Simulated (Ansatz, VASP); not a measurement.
## SnSe in VASP and in Ansatz

```
Sn Se
1.0
     0.00000    3.01000    3.01000
     3.01000    0.00000    3.01000
     3.01000    3.01000    0.00000
Sn Se
1 1
Cartesian
  0.0000 0.0000 0.0000
  3.0100 3.0100 3.0100
```

Alike in both runs: task single point; functional LDA; k mesh 6 × 6 × 6; non-collinear spin, spin-orbit coupling.

|  | VASP | Ansatz |
| --- | --- | --- |
| version | VASP 6.6.1 | Ansatz 0.2.0 |
| potentials or method | VASP PAW LDA potentials, release 64 (Sn_d, Se), cutoff 520 eV | plane waves, PAW |
| occupations | gaussian, width 0.01 eV | fixed |
| valence electrons in the cell | 20 | 30 |

```csv
,VASP,Ansatz,Ansatz less VASP
net moment per atom (μB),0.00,0.00,0.000
```

LDA's correlation is that of Perdew and Zunger in VASP and of Perdew and Wang (1992) in Ansatz. VASP's potentials hold 20 valence electrons a cell and Ansatz's 30, so a difference there can come from the potentials and not from the codes.
